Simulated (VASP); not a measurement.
# WS2 in VASP: notebook

WS2 is run at these levels: PBE+D3(BJ); tasks: single point.

Program: VASP 6.6.1. These are calculated values, not measurements. Logs are shortened: lines on timing, memory, paths and dates and some standing lists are left out, and cuts for length are marked.

## (1) The cell of the first run

It takes space group P6_3/mmc (No. 194, hexagonal). Conventional cell: a = 3.217 Å, b = 3.217 Å, c = 12.064 Å, α = 90.00°, β = 90.00°, γ = 120.00°. Within 3.2 Å of W (site symmetry -6m2) lie 6 S at 2.42 Å. Within 3.2 Å of S (site symmetry 3m) lie 3 W at 2.42 Å and 1 S at 3.11 Å.

## (2) Single point, PBE+D3(BJ) (biaxial strain in the a-b plane: +2.0 %, then relaxed in part)

INCAR

```
SYSTEM = WS2
PREC     = Accurate       ! precision mode
ENCUT    = 520            ! plane-wave cutoff, eV
EDIFF    = 1E-7           ! SCF threshold, eV
ISMEAR   = 0              ! smearing method
SIGMA    = 0.02           ! smearing width, eV
LREAL    = .FALSE.        ! projectors in reciprocal space
LASPH    = .TRUE.         ! aspherical terms in the spheres
NELM     = 60             ! most SCF steps
ALGO     = Normal         ! electronic algorithm
ISIF     = 2              ! what is computed and relaxed
LWAVE    = .FALSE.        ! write WAVECAR
LCHARG   = .FALSE.        ! write CHGCAR
GGA      = PE             ! functional
IVDW     = 12             ! dispersion correction
NBANDS   = 35             ! bands
```

KPOINTS

```
Automatic mesh
0
G
  12 12 4
  0 0 0
```

POSCAR

```
WS2
1.0
    3.2172335747      0.0000000000      0.0000000000
   -1.6086167873      2.7862060056      0.0000000000
    0.0000000000      0.0000000000     12.0637239506
W S
2 4
Direct
    0.3333333333      0.6666666667      0.7500000000
    0.6666666667      0.3333333333      0.2500000000
    0.3333333333      0.6666666667      0.1213017347
    0.6666666667      0.3333333333      0.6213017347
    0.3333333333      0.6666666667      0.3786982653
    0.6666666667      0.3333333333      0.8786982653
```

Potentials or basis: VASP PAW PBE potentials, release 64 (W_sv, S).

Run with:

```
> cat potpaw_PBE.64/W_sv/POTCAR potpaw_PBE.64/S/POTCAR > POTCAR
> mpirun -np 1 vasp_std > vasp.out
```

OUTCAR:

```text
SYSTEM = WS2
   PREC = Accurate
   ENCUT = 520
   EDIFF = 1E-7
   ISMEAR = 0
   LREAL = .FALSE.
   LASPH = .TRUE.
   NELM = 60
   ISIF = 2
   GGA = PE
   IVDW = 12
 IVDW          = 12

 ion  position               nearest neighbor table
   1  0.333  0.667  0.750-   4 2.42   6 2.42   4 2.42   6 2.42   4 2.42   6 2.42
   2  0.667  0.333  0.250-   3 2.42   5 2.42   3 2.42   5 2.42   3 2.42   5 2.42
   3  0.333  0.667  0.121-   2 2.42   2 2.42   2 2.42
   4  0.667  0.333  0.621-   1 2.42   1 2.42   1 2.42
   5  0.333  0.667  0.379-   2 2.42   2 2.42   2 2.42
   6  0.667  0.333  0.879-   1 2.42   1 2.42   1 2.42

  LATTYP: Found a hexagonal cell.
 ALAT       =     3.2172335747
 C/A-ratio  =     3.7497196490

  Lattice vectors:

 A1 = (   3.2172335747,   0.0000000000,   0.0000000000)
 A2 = (  -1.6086167873,   2.7862060056,   0.0000000000)
 A3 = (   0.0000000000,   0.0000000000,  12.0637239506)

Analysis of symmetry for initial positions (statically):
=====================================================================
 Subroutine PRICEL returns:
 Original cell was already a primitive cell.

 Routine SETGRP: Setting up the symmetry group for a
 hexagonal supercell.

 Subroutine GETGRP returns: Found 24 space group operations
 (whereof 12 operations were pure point group operations)
 out of a pool of 24 trial point group operations.

The static configuration has the point symmetry D_3d.
 The point group associated with its full space group is D_6h.

Analysis of symmetry for dynamics (positions and initial velocities):
=====================================================================
 Subroutine PRICEL returns:
 Original cell was already a primitive cell.

 Routine SETGRP: Setting up the symmetry group for a
 hexagonal supercell.

 Subroutine GETGRP returns: Found 24 space group operations
 (whereof 12 operations were pure point group operations)
 out of a pool of 24 trial point group operations.

The dynamic configuration has the point symmetry D_3d.
 The point group associated with its full space group is D_6h.

 Subroutine INISYM returns: Found 24 space group operations
 (whereof 12 operations are pure point group operations),
 and found     1 'primitive' translations

----------------------------------------------------------------------------------------

                                     Primitive cell

  volume of cell :     108.1377

  direct lattice vectors                    reciprocal lattice vectors
     3.217233575  0.000000000  0.000000000     0.310826049  0.179455503  0.000000000
    -1.608616787  2.786206006  0.000000000     0.000000000  0.358911006  0.000000000
     0.000000000  0.000000000 12.063723951     0.000000000  0.000000000  0.082893143

  length of vectors
     3.217233575  3.217233575 12.063723951     0.358911006  0.358911006  0.082893143

  position of ions in fractional coordinates (direct lattice)
     0.333333333  0.666666667  0.750000000
     0.666666667  0.333333333  0.250000000
     0.333333333  0.666666667  0.121301735
     0.666666667  0.333333333  0.621301735
     0.333333333  0.666666667  0.378698265
     0.666666667  0.333333333  0.878698265

  ion indices of the primitive-cell ions
   primitive index   ion index
                 1           1
                 2           2
                 3           3
                 4           4
                 5           5
                 6           6

----------------------------------------------------------------------------------------

 KPOINTS: Automatic mesh

Automatic generation of k-mesh.
 Grid dimensions read from file:
 generate k-points for:   12   12    4

 Generating k-lattice:

  Cartesian coordinates                     Fractional coordinates (reciprocal lattice)
     0.025902171  0.014954625  0.000000000     0.083333333  0.000000000  0.000000000
     0.000000000  0.029909250  0.000000000     0.000000000  0.083333333  0.000000000
     0.000000000  0.000000000  0.020723286     0.000000000  0.000000000  0.250000000

  Length of vectors
     0.029909250  0.029909250  0.020723286

  Shift w.r.t. Gamma in fractional coordinates (k-lattice)
     0.000000000  0.000000000  0.000000000

 Subroutine IBZKPT returns following result:
 ===========================================

 Found     57 irreducible k-points:

 Following reciprocal coordinates:
            Coordinates               Weight
  0.000000  0.000000  0.000000      1.000000
  0.083333  0.000000  0.000000      6.000000
  0.166667  0.000000  0.000000      6.000000
  0.250000  0.000000  0.000000      6.000000
  0.333333  0.000000  0.000000      6.000000
  0.416667  0.000000  0.000000      6.000000
[... 16 lines left out ...]
  0.250000  0.000000  0.250000     12.000000
  0.333333  0.000000  0.250000     12.000000
 [... further k-points ...]
   k-points           NKPTS =     57   k-points in BZ     NKDIM =     57   number of bands    NBANDS=     35
   number of dos      NEDOS =    301   number of ions     NIONS =      6
   total plane-waves  NPLWV =  51840
   dimension x,y,z NGX =    24 NGY =   24 NGZ =   90
   dimension x,y,z NGXF=    48 NGYF=   48 NGZF=  180
   ions per type =               2   4
   NGX,Y,Z   is equivalent  to a cutoff of  12.40, 12.40, 12.40 a.u.
   NGXF,Y,Z  is equivalent  to a cutoff of  24.80, 24.80, 24.81 a.u.
 SYSTEM =  WS2
   PREC   = accura    normal or accurate (medium, high low for compatibility)
   ISTART =      0    job   : 0-new  1-cont  2-samecut
   ICHARG =      2    charge: 1-file 2-atom 10-const
   ISPIN  =      1    spin polarized calculation?
   LNONCOLLINEAR =      F non collinear calculations
   LSORBIT =      F    spin-orbit coupling
   LASPH  =      T    aspherical Exc in radial PAW
   ENCUT  =  520.0 eV  38.22 Ry    6.18 a.u.   5.98  5.98 22.43*2*pi/ulx,y,z
   NELM   =     60;   NELMIN=  2; NELMDL= -5     # of ELM steps
   EDIFF  = 0.1E-06   stopping-criterion for ELM
   LREAL  =      F    real-space projection
   EDIFFG = 0.1E-05   stopping-criterion for IOM
   NSW    =      0    number of steps for IOM
   IBRION =     -1    ionic relax: 0-MD 1-quasi-New 2-CG
   NFREE  =      0    steps in history (QN), initial steepest desc. (CG)
   ISIF   =      2    stress and relaxation
   ISYM   =      2    0-nonsym 1-usesym 2-fastsym
   POTIM  = 0.5000    time-step for ionic-motion
   TEBEG  =    0.0;   TEEND  =   0.0 temperature during run
   PSTRESS=    0.0 pullay stress
   NELECT =      52.0000    total number of electrons
   NUPDOWN=      -1.0000    fix difference up-down
   EMIN   =  10.00;   EMAX   =-10.00  energy-range for DOS
   EFERMI =   0.00;   METHOD = LEGACY
   ISMEAR =     0;   SIGMA  =   0.02  broadening in eV -4-tet -1-fermi 0-gaus
   EFERMI_NEDOS =   21; number of points for ismear=-14 and -15
   IALGO  =     38    algorithm
   IMIX   =      4    mixing-type and parameters
     AMIX     =   0.40;   BMIX     =  1.00
     AMIX_MAG =   1.60;   BMIX_MAG =  1.00
  volume/ion in A,a.u.               =      18.02       121.62
  Fermi-wavevector in a.u.,A,eV,Ry     =   1.282577  2.423720 22.381645  1.645004
  Thomas-Fermi vector in A             =   2.414881
   LORBIT       =      0    0 simple, 1 ext, 2 COOP (PROOUT), +10 PAW based schemes
   GGA     = PE    functional components
   LHFCALC =     F    Hartree Fock is set to
   AEXX    =    0.0000 exact exchange contribution
   IVDW    =    12    specifies the selected vdW correction
   LEPSILON=     F    determine dielectric tensor
   LRPA    =     F    only Hartree local field effects (RPA)
 non-spin polarized calculation
 Gauss-broadening in eV      SIGMA  =   0.02
  energy-cutoff  :      520.00
  volume of cell :      108.14
 maximum number of plane-waves:      2976
 NGX is ok and might be reduce to    24
   NGX = 11   NGY = 11   NGZ = 45

 number of electron      52.0000005 magnetization

 Free energy of the ion-electron system (eV)
  ---------------------------------------------------
  ext. energy  EPLUGINS =         0.00000000
  ---------------------------------------------------
  free energy    TOTEN  =       -47.20247015 eV

  energy without entropy =      -47.20247015  energy(sigma->0) =      -47.20247015

 E-fermi :   7.7362     XC(G=0): -10.9007

 val. band max:        7.4660928705   @ k =   0.0000   0.0000   0.0000
 cond. band min:       8.3190810197   @ k =   0.3333   0.3333   0.0000
 fundamental gap:      0.8529881492
 Fermi energy:         7.7362356056

 k-point     1 :       0.0000    0.0000    0.0000
  band No.  band energies     occupation
      1     -67.3939      2.00000
      2     -67.3939      2.00000
      3     -31.6047      2.00000
      4     -31.6046      2.00000
      5     -31.4948      2.00000
      6     -31.4948      2.00000
[... 27 lines left out ...]
     34       9.7662      0.00000
     35      11.7276      0.00000

 k-point     2 :       0.0833    0.0000    0.0000
  band No.  band energies     occupation
      1     -67.3930      2.00000
      2     -67.3929      2.00000
      3     -31.6010      2.00000
      4     -31.6010      2.00000
      5     -31.5151      2.00000
      6     -31.5151      2.00000
[... 27 lines left out ...]
     34       9.6889      0.00000
     35      12.2508      0.00000

 k-point     3 :       0.1667    0.0000    0.0000
  band No.  band energies     occupation
      1     -67.3904      2.00000
      2     -67.3903      2.00000
      3     -31.5911      2.00000
      4     -31.5911      2.00000
      5     -31.5703      2.00000
      6     -31.5702      2.00000
[... 27 lines left out ...]
     34      10.2224      0.00000
     35      13.3560      0.00000

 k-point     4 :       0.2500    0.0000    0.0000
  band No.  band energies     occupation
      1     -67.3868      2.00000
      2     -67.3868      2.00000
      3     -31.6447      2.00000
      4     -31.6447      2.00000
      5     -31.5775      2.00000
      6     -31.5775      2.00000
[... 27 lines left out ...]
     34      10.8047      0.00000
     35      13.9582      0.00000

 k-point     5 :       0.3333    0.0000    0.0000
  band No.  band energies     occupation
      1     -67.3832      2.00000
      2     -67.3832      2.00000
      3     -31.7182      2.00000
      4     -31.7182      2.00000
      5     -31.5639      2.00000
      6     -31.5639      2.00000
[... 638 lines left out ...]
 k-point    22 :       0.1667    0.0000    0.2500
  band No.  band energies     occupation
      1     -67.3904      2.00000
      2     -67.3903      2.00000
      3     -31.5911      2.00000
      4     -31.5911      2.00000
      5     -31.5702      2.00000
      6     -31.5702      2.00000
[... 27 lines left out ...]
     34      10.2073      0.00000
     35      13.3990      0.00000

 k-point    23 :       0.2500    0.0000    0.2500
  band No.  band energies     occupation
      1     -67.3868      2.00000
      2     -67.3868      2.00000
      3     -31.6447      2.00000
      4     -31.6447      2.00000
      5     -31.5775      2.00000
      6     -31.5775      2.00000
[... 27 lines left out ...]
     34      10.7696      0.00000
     35      13.9070      0.00000

 k-point    24 :       0.3333    0.0000    0.2500
  band No.  band energies     occupation
      1     -67.3832      2.00000
      2     -67.3832      2.00000
      3     -31.7182      2.00000
      4     -31.7182      2.00000
      5     -31.5639      2.00000
      6     -31.5639      2.00000
[... 27 lines left out ...]
     34      11.2019      0.00000
     35      12.9548      0.00000

 [... further k-points ...]

------------------------ aborting loop because EDIFF is reached ----------------------------------------

 Edisp (eV)   -2.52213

 E8    (eV) :    -1.0597

  FORCE on cell =-STRESS in cart. coord.  units (eV):
  Direction    XX          YY          ZZ          XY          YZ          ZX
  --------------------------------------------------------------------------------------
  -------------------------------------------------------------------------------------
  Total      -3.82412    -3.82412    -0.02409    -0.00000     0.00000     0.00000
  in kB     -56.65849   -56.65849    -0.35686    -0.00000     0.00000     0.00000
  external pressure =      -37.89 kB  Pullay stress =        0.00 kB

 VOLUME and BASIS-vectors are now :
 -----------------------------------------------------------------------------
  energy-cutoff  :      520.00
  volume of cell :      108.14
      direct lattice vectors                 reciprocal lattice vectors
     3.217233575  0.000000000  0.000000000     0.310826049  0.179455503  0.000000000
    -1.608616787  2.786206006  0.000000000     0.000000000  0.358911006  0.000000000
     0.000000000  0.000000000 12.063723951     0.000000000  0.000000000  0.082893143

 POSITION                                       TOTAL-FORCE (eV/Angst)
 -----------------------------------------------------------------------------------
     -0.00000      1.85747      9.04779         0.000000     -0.000000      0.000000
      1.60862      0.92874      3.01593        -0.000000     -0.000000      0.000000
     -0.00000      1.85747      1.46335        -0.000000     -0.000000     -0.002433
      1.60862      0.92874      7.49521        -0.000000      0.000000     -0.002433
     -0.00000      1.85747      4.56851        -0.000000     -0.000000      0.002433
      1.60862      0.92874     10.60037         0.000000      0.000000      0.002433
 -----------------------------------------------------------------------------------
    total drift:                               -0.000000      0.000000     -0.000000

  FREE ENERGIE OF THE ION-ELECTRON SYSTEM (eV)
  ---------------------------------------------------
  free  energy   TOTEN  =       -49.7245968746 eV

  energy  without entropy=      -49.7245968746  energy(sigma->0) =      -49.72459687
```

Run time: 3.6 min. Hardware: 1 thread of Intel Xeon Platinum 8488C (Sapphire Rapids), shared host; peak memory 0.33 GiB.

Results:

- Free energy: -49.7246 eV
- Pressure: -3.8 GPa
- Band gap on the k mesh: 0.85 eV, indirect (least direct gap 1.58 eV)
- Dispersion energy per atom: -0.420 eV

Forces on the atoms (eV/Å):
```
W    0.000  0.000  0.000
W    0.000  0.000  0.000
S    0.000  0.000 -0.002
S    0.000  0.000 -0.002
S    0.000  0.000  0.002
S    0.000  0.000  0.002
```

Stress tensor (GPa, compression positive):
```
-5.67  0.00  0.00
 0.00 -5.67  0.00
 0.00  0.00 -0.04
```

Levels at points of the mesh, in eV from the valence-band top:
| k point | band 23 | band 24 | band 25 | band 26 | band 27 | band 28 | band 29 | band 30 |
| --- | --- | --- | --- | --- | --- | --- | --- | --- |
| (0.00, 0.00, 0.00) | -2.50 | -1.35 | -1.12 | 0.00 | 1.98 | 1.98 | 1.99 | 1.99 |
| (0.50, 0.00, 0.00) | -2.33 | -2.09 | -1.86 | -1.60 | 1.87 | 1.92 | 2.27 | 2.46 |
| (0.00, 0.00, 0.50) | -2.54 | -2.54 | -0.26 | -0.26 | 1.97 | 1.97 | 1.97 | 1.97 |
| (0.50, 0.00, 0.50) | -2.21 | -2.21 | -1.71 | -1.71 | 1.89 | 1.89 | 2.38 | 2.38 |

Caveat: the cell differs from its parent crystal (biaxial strain in the a-b plane: +2.0 %, then relaxed in part); spin-orbit coupling is left out, which moves the levels of the heavy elements. A k mesh can miss the band edges.

(Part 1 of 2 ends here.)
